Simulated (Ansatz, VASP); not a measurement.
Two plane-wave programs on F

```xyz
4
Lattice="3.0896 -1.7196 -0.2383 3.0896 1.7196 -0.2383 -2.3399 0.0000 6.8936" Properties=species:S:1:pos:R:3 pbc="T T T"
F     0.3043    0.0000    0.6076
F     3.5349    0.0000    5.8094
F     1.7100    0.0000    3.8538
F     2.1292    0.0000    2.5632
```

Change from the starting cell: volume 17.833 Å^3 an atom, stretch along a over the lengths across it, relative to the relaxed cell 1.0326.

Alike in both runs: task single point; functional PBEsol; k mesh 4 × 4 × 2; occupations gaussian, width 0.05 eV; no spin polarisation.

|  | VASP | Ansatz |
| --- | --- | --- |
| version | VASP 6.6.1 | Ansatz 0.2.0 |
| potentials or method | VASP PAW PBE potentials, release 64 (F), cutoff 520 eV | scalar-relativistic, plane waves, PAW |
| valence electrons in the cell | 28 | 28 |

|  | VASP | Ansatz | Ansatz less VASP |
| --- | --- | --- | --- |
| gap on the k mesh at the Fermi level (eV) | 3.51 | 3.61 | +0.092 |
| least direct gap on the mesh (eV) | 3.62 | 3.72 | +0.092 |
| pressure (GPa) | 4.4 | 3.9 | -0.56 |
| traceless stress, the component that is largest in VASP (GPa) | 7.65 | 5.90 | -1.751 |
| rms of the force components (eV/Å) | 1.358 | 1.047 | -0.3116 |

VASP's potentials were made for PBE, not for PBEsol. Atom by atom the forces differ by 0.312 eV/Å (rms over components). The functional is the same, so the differences come from potentials, cutoffs and numerics.

The k mesh is coarse, so the values compare programs but aren't converged.
